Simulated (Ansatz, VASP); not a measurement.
# One calculation of HCl, two programs

The input INCAR:

```
SYSTEM = HCl
PREC = Accurate
ENCUT = 520
EDIFF = 1E-7
ISMEAR = 0
SIGMA = 0.1
LREAL = .False.
LASPH = .True.
NELM = 60
ALGO = Normal
ISIF = 2
LWAVE = .False.
LCHARG = .False.
GGA = PS
NBANDS = 11
```

File KPOINTS:

```
Automatic mesh
0
Gamma
  14 14 14
  0 0 0
```

File POSCAR:

```
HCl
1.0
    0.0000000000      2.8750097500      2.9483299500
    2.5070777500      0.0000000000      2.9483299500
    2.5070777500      2.8750097500      0.0000000000
H Cl
1 1
Direct
    0.0000000000      0.0000000000      0.0000000000
    0.5000000000      0.5000000000      0.5000000000
```

Input for Ansatz:

```yaml
crystal:
  lattice:
    - [0.0, 2.87500975, 2.94832995]
    - [2.50707775, 0.0, 2.94832995]
    - [2.50707775, 2.87500975, 0.0]
  atoms:
    - { symbol: H, position: [0.0, 0.0, 0.0] }
    - { symbol: Cl, position: [0.5, 0.5, 0.5] }
basis:
  ecutwfc: 420
kpoints:
  mp_grid: { grid: [14, 14, 14] }
hamiltonian:
  xc: pbesol
scf:
  occupations: { method: gaussian, width: 0.1 }
output:
  forces: true
  stress: true
  eigenvalues: true
  populations: true
```

Alike in both runs: task single point; functional PBEsol; k mesh 14 × 14 × 14; occupations gaussian, width 0.1 eV; no spin polarisation.

|  | VASP | Ansatz |
| --- | --- | --- |
| version | VASP 6.6.1 | Ansatz 0.2.0 |
| potentials or method | VASP PAW PBE potentials, release 64 (H, Cl), cutoff 520 eV | scalar-relativistic, plane waves, PAW |
| valence electrons in the cell | 8 | 8 |

Ansatz gave:

| Quantity | Value |
| --- | --- |
| gap on the k mesh at the Fermi level (eV) | none |
| pressure (GPa) | -10.1 |
| traceless stress, the component that is largest in VASP (GPa) | -7.74 |

Question: What did VASP give for the same quantities?

Answer: gap on the k mesh at the Fermi level (eV): none; pressure (GPa): -10.2; traceless stress, the component that is largest in VASP (GPa): -7.77.

VASP's potentials were made for PBE, not for PBEsol. A gap of «none» marks a metal or a gap that the smearing closes. The functional is the same, so the differences come from potentials, cutoffs and numerics.
